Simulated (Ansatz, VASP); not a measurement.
**MnHg: VASP beside Ansatz**

```
Mn Hg
1.0
     3.31500    0.00000    0.00000
     0.00000    3.31500    0.00000
     0.00000    0.00000    3.31500
Mn Hg
1 1
Direct
  0.50000 0.50000 0.50000
  0.00000 0.00000 0.00000
```

Alike in both runs: task single point; functional PBEsol; k mesh 11 × 11 × 11; occupations fermi-dirac, width 0.08 eV; collinear spin.

|  | VASP | Ansatz |
| --- | --- | --- |
| version | VASP 6.6.1 | Ansatz 0.2.0 |
| potentials or method | VASP PAW PBE potentials, release 64 (Mn_pv, Hg), cutoff 520 eV | all-electron LAPW, scalar-relativistic |

```tsv
	VASP	Ansatz	Ansatz less VASP
pressure (GPa)	-4.5	-4.9	-0.47
net moment per atom (μB)	1.96	1.96	-0.002
size of the moment on the site where the two differ most (μB)	3.82	3.93	+0.110
```

VASP's potentials were made for PBE, not for PBEsol. Site moments also hang on the region over which each program counts them. Ansatz ran all-electron here, and VASP with PAW potentials.

Neither program's run includes spin-orbit coupling.
